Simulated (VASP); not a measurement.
A run of VASP 6.6.1 is set up as follows.

Contents of INCAR:

```
SYSTEM = AlSn4
PREC = Accurate
ENCUT = 520
EDIFF = 1E-6
ISMEAR = 0
SIGMA = 0.1
LREAL = .FALSE.
LASPH = .TRUE.
NELM = 80
ALGO = Fast
ISIF = 2
LWAVE = .FALSE.
LCHARG = .FALSE.
GGA = PS
NBANDS = 38
```

Contents of KPOINTS:

```
regular mesh
0
G
  8 8 8
  0 0 0
```

POSCAR

```
AlSn4
1.0
    5.3152418751      0.0000000000      0.0000000000
    0.0000000000      5.3152418751      0.0000000000
    0.0000000000      0.0000000000      5.3152418751
Al Sn
1 4
Direct
    0.0000000000      0.0000000000      0.0000000000
    0.2966347130      0.7033652870      0.7033652870
    0.7033652870      0.2966347130      0.7033652870
    0.7033652870      0.7033652870      0.2966347130
    0.2966347130      0.2966347130      0.2966347130
```

Potentials or basis: VASP PAW PBE potentials, release 64 (Al, Sn_d).

Command:

```bash
$ cat potpaw_PBE.64/Al/POTCAR potpaw_PBE.64/Sn_d/POTCAR > POTCAR
$ mpirun -np 1 vasp_std > vasp.out
```

Q: Predict the largest force.

A: 0.110 eV/Å.

Q: Predict the pressure.

A: -2.2 GPa.

Forces in eV/Å, atoms in the order of the input:
```
Al   0.000  0.000  0.000
Sn   0.064 -0.064 -0.064
Sn  -0.064  0.064 -0.064
Sn  -0.064 -0.064  0.064
Sn   0.064  0.064  0.064
```

Caveat: the PAW data sets were made with another functional, which shifts forces and pressure a little.
